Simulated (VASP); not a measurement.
# NaI (Fm-3m) in VASP: further runs

NaI is run at these levels: r2SCAN; tasks: single point.

Everything below comes from runs of VASP 6.6.1. Logs are shortened: lines on timing, memory, paths and dates and some standing lists are left out, and cuts for length are marked.

### Step 1. The cell of the first run

It takes space group Fm-3m (No. 225, cubic). Conventional cell: a = 6.327 Å, b = 6.327 Å, c = 6.327 Å, α = 90.00°, β = 90.00°, γ = 90.00°. Na (site symmetry m-3m) has 6 I at 3.16 Å within 4.2 Å. I (site symmetry m-3m) has 6 Na at 3.16 Å within 4.2 Å.

### Step 2. Single point, r2SCAN (31.67 Å³/atom)

File POSCAR:

```
NaI
1.0
    0.0000000000      3.1636988037      3.1636988037
    3.1636988037      0.0000000000      3.1636988037
    3.1636988037      3.1636988037      0.0000000000
Na I
1 1
Direct
    0.0000000000      0.0000000000      0.0000000000
    0.5000000000      0.5000000000      0.5000000000
```

File INCAR.step1:

```
SYSTEM = NaI
PREC     = Accurate       ! precision mode
ENCUT    = 520            ! plane-wave cutoff, eV
ISMEAR   = 0              ! smearing method
SIGMA    = 0.01           ! smearing width, eV
LREAL    = .FALSE.        ! projectors in reciprocal space
LASPH    = .TRUE.         ! aspherical terms in the spheres
NELM     = 60             ! most SCF steps
NBANDS   = 14             ! bands
GGA      = PE             ! functional
ALGO     = Normal         ! electronic algorithm
EDIFF    = 1E-4           ! SCF threshold, eV
LWAVE    = .TRUE.         ! write WAVECAR
LCHARG   = .FALSE.        ! write CHGCAR
```

File INCAR.step2:

```
SYSTEM = NaI
PREC     = Accurate       ! precision mode
ENCUT    = 520            ! plane-wave cutoff, eV
EDIFF    = 1E-7           ! SCF threshold, eV
ISMEAR   = 0              ! smearing method
SIGMA    = 0.01           ! smearing width, eV
LREAL    = .FALSE.        ! projectors in reciprocal space
LASPH    = .TRUE.         ! aspherical terms in the spheres
NELM     = 60             ! most SCF steps
ALGO     = Normal         ! electronic algorithm
ISIF     = 2              ! what is computed and relaxed
LWAVE    = .FALSE.        ! write WAVECAR
LCHARG   = .FALSE.        ! write CHGCAR
METAGGA  = R2SCAN         ! meta-GGA
LMIXTAU  = .TRUE.       
NBANDS   = 14             ! bands
ISTART   = 1
```

File KPOINTS:

```
regular mesh
0
G
  6 6 6
  0 0 0
```

Potentials or basis: VASP PAW PBE potentials, release 64 (Na_pv, I).

On the command line:

```sh
$ cat potpaw_PBE.64/Na_pv/POTCAR potpaw_PBE.64/I/POTCAR > POTCAR
$ cp INCAR.step1 INCAR
$ mpirun -np 1 vasp_std > vasp.out
$ cp INCAR.step2 INCAR
$ mpirun -np 1 vasp_std > vasp.out
```

OUTCAR:

```text
SYSTEM = NaI
   PREC = Accurate
   ENCUT = 520
   EDIFF = 1E-7
   ISMEAR = 0
   LREAL = .FALSE.
   LASPH = .TRUE.
   NELM = 60
   ISIF = 2
   METAGGA = R2SCAN
   ISTART = 1

 ion  position               nearest neighbor table
   1  0.000  0.000  0.000-   2 3.16   2 3.16   2 3.16   2 3.16   2 3.16   2 3.16
   2  0.500  0.500  0.500-   1 3.16   1 3.16   1 3.16   1 3.16   1 3.16   1 3.16

  LATTYP: Found a face centered cubic cell.
 ALAT       =     6.3273976074

  Lattice vectors:

 A1 = (   0.0000000000,   3.1636988037,   3.1636988037)
 A2 = (   3.1636988037,   0.0000000000,   3.1636988037)
 A3 = (   3.1636988037,   3.1636988037,   0.0000000000)

Analysis of symmetry for initial positions (statically):
=====================================================================
 Subroutine PRICEL returns:
 Original cell was already a primitive cell.

 Routine SETGRP: Setting up the symmetry group for a
 face centered cubic supercell.

 Subroutine GETGRP returns: Found 48 space group operations
 (whereof 48 operations were pure point group operations)
 out of a pool of 48 trial point group operations.

The static configuration has the point symmetry O_h .

Analysis of symmetry for dynamics (positions and initial velocities):
=====================================================================
 Subroutine PRICEL returns:
 Original cell was already a primitive cell.

 Routine SETGRP: Setting up the symmetry group for a
 face centered cubic supercell.

 Subroutine GETGRP returns: Found 48 space group operations
 (whereof 48 operations were pure point group operations)
 out of a pool of 48 trial point group operations.

The dynamic configuration has the point symmetry O_h .

 Subroutine INISYM returns: Found 48 space group operations
 (whereof 48 operations are pure point group operations),
 and found     1 'primitive' translations

----------------------------------------------------------------------------------------

                                     Primitive cell

  volume of cell :      63.3309

  direct lattice vectors                    reciprocal lattice vectors
     0.000000000  3.163698804  3.163698804    -0.158042858  0.158042858  0.158042858
     3.163698804  0.000000000  3.163698804     0.158042858 -0.158042858  0.158042858
     3.163698804  3.163698804  0.000000000     0.158042858  0.158042858 -0.158042858

  length of vectors
     4.474145755  4.474145755  4.474145755     0.273738259  0.273738259  0.273738259

  position of ions in fractional coordinates (direct lattice)
     0.000000000  0.000000000  0.000000000
     0.500000000  0.500000000  0.500000000

  ion indices of the primitive-cell ions
   primitive index   ion index
                 1           1
                 2           2

----------------------------------------------------------------------------------------

 KPOINTS: regular mesh

Automatic generation of k-mesh.
 Grid dimensions read from file:
 generate k-points for:    6    6    6

 Generating k-lattice:

  Cartesian coordinates                     Fractional coordinates (reciprocal lattice)
    -0.026340476  0.026340476  0.026340476     0.166666667  0.000000000  0.000000000
     0.026340476 -0.026340476  0.026340476     0.000000000  0.166666667  0.000000000
     0.026340476  0.026340476 -0.026340476     0.000000000  0.000000000  0.166666667

  Length of vectors
     0.045623043  0.045623043  0.045623043

  Shift w.r.t. Gamma in fractional coordinates (k-lattice)
     0.000000000  0.000000000  0.000000000

 Subroutine IBZKPT returns following result:
 ===========================================

 Found     16 irreducible k-points:

 Following reciprocal coordinates:
            Coordinates               Weight
  0.000000  0.000000  0.000000      1.000000
  0.166667  0.000000  0.000000      8.000000
  0.333333  0.000000  0.000000      8.000000
  0.500000  0.000000  0.000000      4.000000
  0.166667  0.166667  0.000000      6.000000
  0.333333  0.166667  0.000000     24.000000
[... 8 lines left out ...]
 -0.333333  0.333333  0.166667     24.000000
 -0.333333  0.500000  0.166667     12.000000
   k-points           NKPTS =     16   k-points in BZ     NKDIM =     16   number of bands    NBANDS=     14
   number of dos      NEDOS =    301   number of ions     NIONS =      2
   total plane-waves  NPLWV =  46656
   dimension x,y,z NGX =    36 NGY =   36 NGZ =   36
   dimension x,y,z NGXF=    72 NGYF=   72 NGZF=   72
   ions per type =               1   1
   NGX,Y,Z   is equivalent  to a cutoff of  13.38, 13.38, 13.38 a.u.
   NGXF,Y,Z  is equivalent  to a cutoff of  26.75, 26.75, 26.75 a.u.
 SYSTEM =  NaI
   PREC   = accura    normal or accurate (medium, high low for compatibility)
   ISTART =      1    job   : 0-new  1-cont  2-samecut
   ICHARG =      0    charge: 1-file 2-atom 10-const
   ISPIN  =      1    spin polarized calculation?
   LNONCOLLINEAR =      F non collinear calculations
   LSORBIT =      F    spin-orbit coupling
   LASPH  =      T    aspherical Exc in radial PAW
   ENCUT  =  520.0 eV  38.22 Ry    6.18 a.u.   8.32  8.32  8.32*2*pi/ulx,y,z
   NELM   =     60;   NELMIN=  2; NELMDL=  0     # of ELM steps
   EDIFF  = 0.1E-06   stopping-criterion for ELM
   LREAL  =      F    real-space projection
   EDIFFG = 0.1E-05   stopping-criterion for IOM
   NSW    =      0    number of steps for IOM
   IBRION =     -1    ionic relax: 0-MD 1-quasi-New 2-CG
   NFREE  =      0    steps in history (QN), initial steepest desc. (CG)
   ISIF   =      2    stress and relaxation
   ISYM   =      2    0-nonsym 1-usesym 2-fastsym
   POTIM  = 0.5000    time-step for ionic-motion
   TEBEG  =    0.0;   TEEND  =   0.0 temperature during run
   PSTRESS=    0.0 pullay stress
   NELECT =      14.0000    total number of electrons
   NUPDOWN=      -1.0000    fix difference up-down
   EMIN   =  10.00;   EMAX   =-10.00  energy-range for DOS
   EFERMI =   0.00;   METHOD = LEGACY
   ISMEAR =     0;   SIGMA  =   0.01  broadening in eV -4-tet -1-fermi 0-gaus
   EFERMI_NEDOS =   21; number of points for ismear=-14 and -15
   IALGO  =     38    algorithm
   IMIX   =      4    mixing-type and parameters
     AMIX     =   0.40;   BMIX     =  1.00
     AMIX_MAG =   1.60;   BMIX_MAG =  1.00
  volume/ion in A,a.u.               =      31.67       213.69
  Fermi-wavevector in a.u.,A,eV,Ry     =   0.989872  1.870587 13.331622  0.979847
  Thomas-Fermi vector in A             =   2.121502
   LORBIT       =      0    0 simple, 1 ext, 2 COOP (PROOUT), +10 PAW based schemes
   METAGGA = R2SCAN    functional components
   LHFCALC =     F    Hartree Fock is set to
   AEXX    =    0.0000 exact exchange contribution
   IVDW    =     0    specifies the selected vdW correction
   LEPSILON=     F    determine dielectric tensor
   LRPA    =     F    only Hartree local field effects (RPA)
 non-spin polarized calculation
 Gauss-broadening in eV      SIGMA  =   0.01
  energy-cutoff  :      520.00
  volume of cell :       63.33
 maximum number of plane-waves:      1724
 NGX is ok and might be reduce to    36
   NGX = 17   NGY = 17   NGZ = 17

 number of electron      14.0000006 magnetization

 Free energy of the ion-electron system (eV)
  ---------------------------------------------------
  ext. energy  EPLUGINS =         0.00000000
  ---------------------------------------------------
  free energy    TOTEN  =       -31.07344583 eV

  energy without entropy =      -31.07344583  energy(sigma->0) =      -31.07344583

 E-fermi :   1.0440     XC(G=0):  -8.3645

 val. band max:        0.9775558669   @ k =   0.0000   0.0000   0.0000
 cond. band min:       5.6374964531   @ k =   0.0000   0.0000   0.0000
 fundamental gap:      4.6599405861
 Fermi energy:         1.0440406957

 k-point     1 :       0.0000    0.0000    0.0000
  band No.  band energies     occupation
      1     -22.2143      2.00000
      2     -22.2140      2.00000
      3     -22.2140      2.00000
      4     -10.5617      2.00000
      5       0.9776      2.00000
      6       0.9776      2.00000
      7       0.9776      2.00000
      8       5.6375      0.00000
      9       9.4438      0.00000
     10       9.4438      0.00000
     11       9.4438      0.00000
     12      11.4095      0.00000
     13      11.4095      0.00000
     14      12.1602      0.00000

 k-point     2 :       0.1667    0.0000    0.0000
  band No.  band energies     occupation
      1     -22.2158      2.00000
      2     -22.2143      2.00000
      3     -22.2141      2.00000
      4     -10.4670      2.00000
      5       0.1839      2.00000
      6       0.8852      2.00000
      7       0.8852      2.00000
      8       6.4442      0.00000
      9       9.0268      0.00000
     10       9.6926      0.00000
     11       9.6927      0.00000
     12      10.9636      0.00000
     13      10.9637      0.00000
     14      12.9298      0.00000

 k-point     3 :       0.3333    0.0000    0.0000
  band No.  band energies     occupation
      1     -22.2195      2.00000
      2     -22.2145      2.00000
      3     -22.2142      2.00000
      4     -10.2637      2.00000
      5      -0.9806      2.00000
      6       0.7135      2.00000
      7       0.7135      2.00000
      8       6.8097      0.00000
      9       9.3539      0.00000
     10       9.3541      0.00000
     11      10.1407      0.00000
     12      12.0699      0.00000
     13      12.0700      0.00000
     14      12.1955      0.00000
[... 188 lines left out ...]
 k-point    15 :      -0.3333    0.3333    0.1667
  band No.  band energies     occupation
      1     -22.2191      2.00000
      2     -22.2170      2.00000
      3     -22.2155      2.00000
      4     -10.0714      2.00000
      5      -0.9636      2.00000
      6      -0.3685      2.00000
      7       0.2303      2.00000
      8       7.8330      0.00000
      9       8.3278      0.00000
     10       9.6517      0.00000
     11      10.3548      0.00000
     12      12.3926      0.00000
     13      14.0775      0.00000
     14      14.9892      0.00000

 k-point    16 :      -0.3333    0.5000    0.1667
  band No.  band energies     occupation
      1     -22.2185      2.00000
      2     -22.2170      2.00000
      3     -22.2164      2.00000
      4     -10.0457      2.00000
      5      -0.9308      2.00000
      6      -0.2926      2.00000
      7      -0.0280      2.00000
      8       7.1803      0.00000
      9       7.9634      0.00000
     10      10.4287      0.00000
     11      10.5838      0.00000
     12      13.9977      0.00000
     13      14.7208      0.00000
     14      14.7924      0.00000

------------------------ aborting loop because EDIFF is reached ----------------------------------------

  FORCE on cell =-STRESS in cart. coord.  units (eV):
  Direction    XX          YY          ZZ          XY          YZ          ZX
  --------------------------------------------------------------------------------------
  -------------------------------------------------------------------------------------
  Total        0.4563519      0.4563519      0.4563519      0.0000000      0.0000000      0.0000000
  in kB       11.5450290     11.5450290     11.5450290      0.0000000      0.0000000      0.0000000
  external PRESSURE =      11.5450290 kB  Pullay stress =       0.0000000 kB

 VOLUME and BASIS-vectors are now :
 -----------------------------------------------------------------------------
  energy-cutoff  :      520.00
  volume of cell :       63.33
      direct lattice vectors                 reciprocal lattice vectors
     0.000000000  3.163698804  3.163698804    -0.158042858  0.158042858  0.158042858
     3.163698804  0.000000000  3.163698804     0.158042858 -0.158042858  0.158042858
     3.163698804  3.163698804  0.000000000     0.158042858  0.158042858 -0.158042858

 POSITION                                       TOTAL-FORCE (eV/Angst)
 -----------------------------------------------------------------------------------
      0.00000      0.00000      0.00000         0.000000      0.000000      0.000000
      3.16370      3.16370      3.16370        -0.000000      0.000000     -0.000000
 -----------------------------------------------------------------------------------
    total drift:                                0.000000      0.000000      0.000000

  FREE ENERGIE OF THE ION-ELECTRON SYSTEM (eV)
  ---------------------------------------------------
  free  energy   TOTEN  =       -31.0734458301 eV

  energy  without entropy=      -31.0734458301  energy(sigma->0) =      -31.07344583
```

Wall time 69 s (1 thread of Intel Xeon Platinum 8488C (Sapphire Rapids), shared host); peak memory 0.21 GiB.

What came out:

| Item | Value |
| --- | --- |
| Free energy | -31.0734 eV |
| Pressure | 1.2 GPa |
| Band gap on the k mesh | 4.66 eV |

Caveat: the PAW data sets were made with another functional, which shifts forces and pressure a little; spin-orbit coupling is left out, which moves the levels of the heavy elements.

### Step 3. Single point, r2SCAN (32.68 Å³/atom)

This run uses another cell than the first one, of 32.68 Å³/atom.

File POSCAR:

```
NaI
1.0
    0.0000000000      3.1970033438      3.1970033438
    3.1970033438      0.0000000000      3.1970033438
    3.1970033438      3.1970033438      0.0000000000
Na I
1 1
Direct
    0.0000000000      0.0000000000      0.0000000000
    0.5000000000      0.5000000000      0.5000000000
```

File INCAR.step1:

```
SYSTEM = NaI
  PREC = Accurate
  ENCUT = 520
  ISMEAR = 0
  SIGMA = 0.01
  LREAL = .FALSE.
  LASPH = .TRUE.
  NELM = 80
  NBANDS = 14
  GGA = PE
  ALGO = Normal
  EDIFF = 1E-4
  LWAVE = .TRUE.
  LCHARG = .FALSE.
```

File INCAR.step2:

```
SYSTEM = NaI
  PREC = Accurate
  ENCUT = 520
  EDIFF = 1E-6
  ISMEAR = 0
  SIGMA = 0.01
  LREAL = .FALSE.
  LASPH = .TRUE.
  NELM = 80
  ALGO = Normal
  ISIF = 2
  LWAVE = .FALSE.
  LCHARG = .FALSE.
  METAGGA = R2SCAN
  LMIXTAU = .TRUE.
  NBANDS = 14
  ISTART = 1
```

KPOINTS is that of step 2.

Potentials or basis: VASP PAW PBE potentials, release 64 (Na_pv, I).

On the command line:

```sh
$ cat potpaw_PBE.64/Na_pv/POTCAR potpaw_PBE.64/I/POTCAR > POTCAR
$ cp INCAR.step1 INCAR
$ mpirun -np 1 vasp_std > vasp.out
$ cp INCAR.step2 INCAR
$ mpirun -np 1 vasp_std > vasp.out
```

OUTCAR:

```text
SYSTEM = NaI
   PREC = Accurate
   ENCUT = 520
   EDIFF = 1E-6
   ISMEAR = 0
   LREAL = .FALSE.
   LASPH = .TRUE.
   NELM = 80
   ISIF = 2
   METAGGA = R2SCAN
   ISTART = 1

 ion  position               nearest neighbor table
   1  0.000  0.000  0.000-
   2  0.500  0.500  0.500-

  LATTYP: Found a face centered cubic cell.
 ALAT       =     6.3940066876

  Lattice vectors:

[... 446 lines left out ...]
     13      14.3079      0.00000
     14      14.3649      0.00000

------------------------ aborting loop because EDIFF is reached ----------------------------------------

  FORCE on cell =-STRESS in cart. coord.  units (eV):
  Direction    XX          YY          ZZ          XY          YZ          ZX
  --------------------------------------------------------------------------------------
  -------------------------------------------------------------------------------------
  Total        0.1962568      0.1962568      0.1962568      0.0000000      0.0000000      0.0000000
  in kB        4.8114508      4.8114508      4.8114508      0.0000000      0.0000000      0.0000000
  external PRESSURE =       4.8114508 kB  Pullay stress =       0.0000000 kB

 VOLUME and BASIS-vectors are now :
 -----------------------------------------------------------------------------
  energy-cutoff  :      520.00
  volume of cell :       65.35
      direct lattice vectors                 reciprocal lattice vectors
     0.000000000  3.197003344  3.197003344    -0.156396458  0.156396458  0.156396458
     3.197003344  0.000000000  3.197003344     0.156396458 -0.156396458  0.156396458
     3.197003344  3.197003344  0.000000000     0.156396458  0.156396458 -0.156396458

 POSITION                                       TOTAL-FORCE (eV/Angst)
 -----------------------------------------------------------------------------------
      0.00000      0.00000      0.00000         0.000000      0.000000      0.000000
      3.19700      3.19700      3.19700        -0.000000     -0.000000     -0.000000
 -----------------------------------------------------------------------------------
    total drift:                                0.000000      0.000000      0.000000

  FREE ENERGIE OF THE ION-ELECTRON SYSTEM (eV)
  ---------------------------------------------------
  free  energy   TOTEN  =       -31.0833941003 eV

  energy  without entropy=      -31.0833941003  energy(sigma->0) =      -31.08339410
```

OUTCAR.step1:

```text
SYSTEM = NaI
   PREC = Accurate
   ENCUT = 520
   ISMEAR = 0
   LREAL = .FALSE.
   LASPH = .TRUE.
[... 483 lines left out ...]
      0.00000      0.00000      0.00000        -0.000000      0.000000     -0.000000
      3.19700      3.19700      3.19700         0.000000     -0.000000      0.000000
 -----------------------------------------------------------------------------------
    total drift:                                0.000000      0.000000      0.000000

  FREE ENERGIE OF THE ION-ELECTRON SYSTEM (eV)
  ---------------------------------------------------
  free  energy   TOTEN  =        -5.3731356722 eV

  energy  without entropy=       -5.3731356722  energy(sigma->0) =       -5.37313567
```

OSZICAR.step1:

```text
N       E                     dE             d eps       ncg     rms          rms(c)
DAV:   1     0.875281168951E+02    0.87528E+02   -0.65872E+03   454   0.883E+02
DAV:   2     0.103365773684E+01   -0.86494E+02   -0.80149E+02   472   0.227E+02
DAV:   3    -0.527973622047E+01   -0.63134E+01   -0.62776E+01   598   0.605E+01
DAV:   4    -0.543314173571E+01   -0.15341E+00   -0.15335E+00   560   0.977E+00
DAV:   5    -0.543615137970E+01   -0.30096E-02   -0.30096E-02   592   0.126E+00    0.166E+00
DAV:   6    -0.537924947200E+01    0.56902E-01   -0.65243E-02   550   0.151E+00    0.113E+00
DAV:   7    -0.537127475622E+01    0.79747E-02   -0.61771E-02   568   0.129E+00    0.608E-01
DAV:   8    -0.537316901464E+01   -0.18943E-02   -0.50087E-03   544   0.566E-01    0.183E-01
DAV:   9    -0.537313567219E+01    0.33342E-04   -0.21617E-04   544   0.129E-01
   1 F= -.53731357E+01 E0= -.53731357E+01  d E =-.796749E-40
```

It took 50 s on 1 thread of Intel Xeon Platinum 8488C (Sapphire Rapids), shared host; peak memory 0.21 GiB.

What came out:

```yaml
Free_energy: -31.0834 eV
Pressure: 0.5 GPa
Band_gap_on_the_k_mesh: 4.55 eV
```

Caveat: the PAW data sets were made with another functional, which shifts forces and pressure a little; spin-orbit coupling is left out, which moves the levels of the heavy elements. r2SCAN opens gaps a little over a GGA but as a rule still falls short of measured ones.
